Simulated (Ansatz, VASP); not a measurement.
## LiH: VASP beside Ansatz

```
CELL_PARAMETERS angstrom
0.00000 1.97152 2.03250
2.03250 0.00000 2.03250
2.03250 1.97152 0.00000
ATOMIC_POSITIONS crystal
Li 0.00000 0.00000 0.00000
H 0.50000 0.50000 0.50000
```

Change from the starting cell: strain -0.0300 x Voigt [0, 1, 0, 0, 0, 0], atoms carried along.

Alike in both runs: task single point; functional LDA; k mesh 10 × 10 × 10; occupations gaussian, width 0.05 eV; no spin polarisation.

|  | VASP | Ansatz |
| --- | --- | --- |
| version | VASP 6.6.1 | Ansatz 0.2.0 |
| potentials or method | VASP PAW LDA potentials, release 64 (Li_sv, H), cutoff 520 eV | scalar-relativistic, plane waves, PAW |
| valence electrons in the cell | 4 | 4 |

```csv
,VASP,Ansatz,Ansatz less VASP
gap on the k mesh at the Fermi level (eV),2.33,2.34,+0.007
least direct gap on the mesh (eV),2.56,2.57,+0.008
```

LDA's correlation is that of Perdew and Zunger in VASP and of Perdew and Wang (1992) in Ansatz.

Noted on VASP's run: the cutoff is short for stress, so the pressure is rough.
